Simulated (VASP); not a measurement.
# Pb (Fm-3m) in VASP: a series of runs, part 2 of 2

VASP 6.6.1. The steps go on from the part before.

## 4. Single point, RPBE+D3(BJ), non-collinear spin, typed start, spin-orbit coupling (29.72 Å³/atom)

This run uses another cell than the first one, of 29.72 Å³/atom.

The input, INCAR:

```
SYSTEM = Pb
  PREC = Accurate
  ENCUT = 520
  EDIFF = 1E-6
  ISMEAR = -1
  SIGMA = 0.025
  LREAL = .FALSE.
  LASPH = .TRUE.
  NELM = 150
  ALGO = Normal
  ISIF = 2
  LWAVE = .FALSE.
  LCHARG = .FALSE.
  LNONCOLLINEAR = .TRUE.
  MAGMOM = 0.289 0.289 0.289
  LORBIT = 11
  LSORBIT = .TRUE.
  GGA_COMPAT = .FALSE.
  LORBMOM = .TRUE.
  GGA = RP
  IVDW = 12
  NBANDS = 25
```

The input, KPOINTS:

```
regular mesh
0
G
  7 7 7
  0 0 0
```

The input, POSCAR:

```
Pb
1.0
    0.0000000000      2.4584086270      2.4584086270
    2.4584086270      0.0000000000      2.4584086270
    2.4584086270      2.4584086270      0.0000000000
Pb
1
Direct
    0.0000000000      0.0000000000      0.0000000000
```

Potentials or basis: VASP PAW PBE potentials, release 64 (Pb_d).

Launch:

```sh
cat potpaw_PBE.64/Pb_d/POTCAR > POTCAR
mpirun -np 1 vasp_ncl > vasp.out
```

OUTCAR:

```text
SYSTEM = Pb
   PREC = Accurate
   ENCUT = 520
   EDIFF = 1E-6
   ISMEAR = -1
   LREAL = .FALSE.
   LASPH = .TRUE.
   NELM = 150
   ISIF = 2
   LNONCOLLINEAR = .TRUE.
   LORBIT = 11
   LSORBIT = .TRUE.
   GGA = RP
   IVDW = 12
 IVDW          = 12

 ion  position               nearest neighbor table
   1  0.000  0.000  0.000-

  LATTYP: Found a face centered cubic cell.
 ALAT       =     4.9168172540

  Lattice vectors:

 A1 = (   0.0000000000,   2.4584086270,   2.4584086270)
 A2 = (   2.4584086270,   0.0000000000,   2.4584086270)
 A3 = (   2.4584086270,   2.4584086270,   0.0000000000)

Analysis of symmetry for initial positions (statically):
=====================================================================
 Subroutine PRICEL returns:
 Original cell was already a primitive cell.

 Routine SETGRP: Setting up the symmetry group for a
 face centered cubic supercell.

 Subroutine GETGRP returns: Found 48 space group operations
 (whereof 48 operations were pure point group operations)
 out of a pool of 48 trial point group operations.

The static configuration has the point symmetry O_h .

Analysis of symmetry for dynamics (positions and initial velocities):
=====================================================================
 Subroutine PRICEL returns:
 Original cell was already a primitive cell.

 Routine SETGRP: Setting up the symmetry group for a
 face centered cubic supercell.

 Subroutine GETGRP returns: Found 48 space group operations
 (whereof 48 operations were pure point group operations)
 out of a pool of 48 trial point group operations.

The dynamic configuration has the point symmetry O_h .

Analysis of structural, dynamic, and magnetic symmetry:
=====================================================================
[... 847 lines left out ...]
  -------------------------------------------------------------------------------------
  Total      -2.93693    -2.93693    -2.93693     0.00000     0.00000     0.00000
  in kB    -158.34753  -158.34753  -158.34753     0.00000     0.00000     0.00000
  external pressure =     -158.35 kB  Pullay stress =        0.00 kB

 VOLUME and BASIS-vectors are now :
 -----------------------------------------------------------------------------
  energy-cutoff  :      520.00
  volume of cell :       29.72
      direct lattice vectors                 reciprocal lattice vectors
     0.000000000  2.458408627  2.458408627    -0.203383601  0.203383601  0.203383601
     2.458408627  0.000000000  2.458408627     0.203383601 -0.203383601  0.203383601
     2.458408627  2.458408627  0.000000000     0.203383601  0.203383601 -0.203383601

 POSITION                                       TOTAL-FORCE (eV/Angst)
 -----------------------------------------------------------------------------------
      0.00000      0.00000      0.00000         0.000000      0.000000      0.000000
 -----------------------------------------------------------------------------------
    total drift:                               -0.000000     -0.000000     -0.000000

  FREE ENERGIE OF THE ION-ELECTRON SYSTEM (eV)
  ---------------------------------------------------
  free  energy   TOTEN  =        -6.2086596946 eV

  energy  without entropy=       -6.2073282835  energy(sigma->0) =       -6.20799399

 orbital moment (x)

 # of ion     p       d       tot
 ----------------------------------------
  1         0.000   0.000   0.000
 ----------------------------------------
            0.000   0.000   0.000

 orbital moment (y)

 # of ion     p       d       tot
 ----------------------------------------
  1         0.000   0.000   0.000
 ----------------------------------------
            0.000   0.000   0.000

 orbital moment (z)

 # of ion     p       d       tot
 ----------------------------------------
  1         0.000   0.000   0.000
 ----------------------------------------
            0.000   0.000   0.000

 Spin-Orbit-Coupling matrix elements

 Ion:    1  E_soc:     -1.1397712
 l=   1
     0.0000000    -0.1224861    -0.1224861
    -0.1224861     0.0000000    -0.1224861
    -0.1224861    -0.1224861     0.0000000
 l=   2
     0.0000000    -0.0135496     0.0000000    -0.0135496    -0.0539262
    -0.0135496     0.0000000    -0.0404447    -0.0135496    -0.0134816
     0.0000000    -0.0404447     0.0000000    -0.0404447     0.0000000
    -0.0135496    -0.0135496    -0.0404447     0.0000000    -0.0134816
    -0.0539262    -0.0134816     0.0000000    -0.0134816     0.0000000
 l=   3
     0.0000000     0.0000000     0.0000000     0.0000000     0.0000000     0.0000000     0.0000000
     0.0000000     0.0000000     0.0000000     0.0000000     0.0000000     0.0000000     0.0000000
     0.0000000     0.0000000     0.0000000     0.0000000     0.0000000     0.0000000     0.0000000
     0.0000000     0.0000000     0.0000000     0.0000000     0.0000000     0.0000000     0.0000000
     0.0000000     0.0000000     0.0000000     0.0000000     0.0000000     0.0000000     0.0000000
     0.0000000     0.0000000     0.0000000     0.0000000     0.0000000     0.0000000     0.0000000
     0.0000000     0.0000000     0.0000000     0.0000000     0.0000000     0.0000000     0.0000000

 total charge

# of ion       s       p       d       tot
------------------------------------------
    1        1.409   0.769   9.813  11.992

 magnetization (x)

# of ion       s       p       d       tot
------------------------------------------
    1       -0.000   0.000   0.000   0.000

 magnetization (y)

# of ion       s       p       d       tot
------------------------------------------
    1       -0.000   0.000   0.000   0.000

 magnetization (z)

# of ion       s       p       d       tot
------------------------------------------
    1       -0.000   0.000   0.000   0.000
```

stdout:

```text
POSCAR found type information on POSCAR Pb
 POSCAR found :  1 types and       1 ions
 scaLAPACK will be used
 -----------------------------------------------------------------------------
|                                                                             |
|                                                                             |
|     You enforced a specific xc type in the INCAR file but a different       |
|     I HOPE YOU KNOW WHAT YOU ARE DOING!                                     |
|                                                                             |
 -----------------------------------------------------------------------------

 LDA part: xc-table for (Slater+PW92), standard interpolation
 POSCAR, INCAR and KPOINTS ok, starting setup
 FFT: planning ... GRIDC
 FFT: planning ... GRID_SOFT
 FFT: planning ... GRID
 WAVECAR not read
 entering main loop
```

It took 2.3 min on 1 thread of Intel Xeon 8259CL, shared host; peak memory 0.28 GiB.

Results:

```
Free energy                                           : -6.2087 eV
Pressure                                              : -15.8 GPa
Net moment                                            : 0.00 μB per cell
Valence electrons inside the program's atomic spheres : Pb 11.99
Dispersion energy per atom                            : -2.530 eV
```

Moments on the atoms (μB; x, y, z):
```
Pb  0.00 0.00 0.00
```

Caveat: the cell stands under tension; the dispersion term is far too large for a dense solid, which distorts pressure and volume; the PAW data sets were made with another functional, which shifts forces and pressure a little.

## 5. Single point, RPBE+D3(BJ), non-collinear spin, typed start, spin-orbit coupling (30.32 Å³/atom)

This run uses another cell than the first one, of 30.32 Å³/atom.

The input, INCAR:

```
PREC = Accurate
ENCUT = 520
EDIFF = 1E-6
ISMEAR = -1
SIGMA = 0.025
LREAL = F
LASPH = T
NELM = 150
ALGO = Fast
ISIF = 2
LWAVE = F
LCHARG = F
LNONCOLLINEAR = T
MAGMOM = 0.289 0.289 0.289
LORBIT = 11
LSORBIT = T
GGA_COMPAT = F
LORBMOM = T
GGA = RP
IVDW = 12
NBANDS = 25
```

The input, KPOINTS:

```
Automatic mesh
0
Gamma
  7 7 7
```

The input, POSCAR:

```
Pb
1.0
    0.0000000000      2.4750200000      2.4750200000
    2.4750200000      0.0000000000      2.4750200000
    2.4750200000      2.4750200000      0.0000000000
Pb
1
Direct
    0.0000000000      0.0000000000      0.0000000000
```

Launch:

```sh
cat potpaw_PBE.64/Pb_d/POTCAR > POTCAR
mpirun -np 1 vasp_ncl > vasp.out
```

It took 4 min on 1 thread of Intel Xeon 8259CL, shared host; peak memory 0.29 GiB.

The run converged. Its results:

```
Free energy                                           : -6.1483 eV
Pressure                                              : -16.2 GPa
Net moment                                            : 0.00 μB per cell
Valence electrons inside the program's atomic spheres : Pb 11.98
Dispersion energy per atom                            : -2.451 eV
```

Moments on the atoms (μB; x, y, z):
```
Pb  0.00 0.00 0.00
```

Caveat: the cell stands under tension; the dispersion term is far too large for a dense solid, which distorts pressure and volume; the PAW data sets were made with another functional, which shifts forces and pressure a little.

## 6. Single point, RPBE+D3(BJ), non-collinear spin, typed start, spin-orbit coupling (30.93 Å³/atom)

This run uses another cell than the first one, of 30.93 Å³/atom.

The input, INCAR:

```
SYSTEM = Pb
  PREC = Accurate
  ENCUT = 520
  EDIFF = 1E-7
  ISMEAR = -1
  SIGMA = 0.025
  LREAL = .FALSE.
  LASPH = .TRUE.
  NELM = 150
  ALGO = Normal
  ISIF = 2
  LWAVE = .FALSE.
  LCHARG = .FALSE.
  MAGMOM = 0.289 0.289 0.289
  LORBIT = 11
  LSORBIT = .TRUE.
  GGA_COMPAT = .FALSE.
  LORBMOM = .TRUE.
  GGA = RP
  IVDW = 12
  NBANDS = 25
```

The input, KPOINTS:

```
Automatic mesh
0
G
  7 7 7
  0 0 0
```

The input, POSCAR:

```
Pb
1.0
    0.0000000000      2.4914113386      2.4914113386
    2.4914113386      0.0000000000      2.4914113386
    2.4914113386      2.4914113386      0.0000000000
Pb
1
Direct
    0.0000000000      0.0000000000      0.0000000000
```

Potentials or basis: VASP PAW PBE potentials, release 64 (Pb_d).

Launch:

```sh
cat potpaw_PBE.64/Pb_d/POTCAR > POTCAR
mpirun -np 1 vasp_ncl > vasp.out
```

Wall time 4.1 min (1 thread of Intel Xeon 8259CL, shared host); peak memory 0.29 GiB.

Results (log left out):

```
Free energy                                           : -6.0866 eV
Pressure                                              : -16.5 GPa
Net moment                                            : 0.00 μB per cell
Valence electrons inside the program's atomic spheres : Pb 11.97
Dispersion energy per atom                            : -2.374 eV
```

Moments on the atoms (μB; x, y, z):
```
Pb  0.00 0.00 0.00
```

Caveat: the cell stands under tension; the dispersion term is far too large for a dense solid, which distorts pressure and volume; the PAW data sets were made with another functional, which shifts forces and pressure a little.

## 7. Summary

| cell | pressure (GPa) | moment (μB) |
| --- | --- | --- |
| a = 3.429 Å, angles 60.0°, 1 atom | -14.7 | 0.00 |
| a = 3.453 Å, angles 60.0°, 1 atom | -15.3 | 0.00 |
| a = 3.477 Å, angles 60.0°, 1 atom | -15.8 | 0.00 |
| a = 3.500 Å, angles 60.0°, 1 atom | -16.2 | 0.00 |
| a = 3.523 Å, angles 60.0°, 1 atom | -16.5 | 0.00 |

Alike in all rows: task single point; level RPBE+D3(BJ); potentials or basis VASP PAW PBE potentials, release 64 (Pb_d); spin non-collinear, typed start, SOC; k mesh 7 × 7 × 7; cutoff (eV) 520; smearing fermi-dirac 0.025 eV.

Caveats: the cell stands under tension; the dispersion term is far too large for a dense solid, which distorts pressure and volume; the PAW data sets were made with another functional, which shifts forces and pressure a little.

Absolute energies hang on the potentials; compare differences alone.
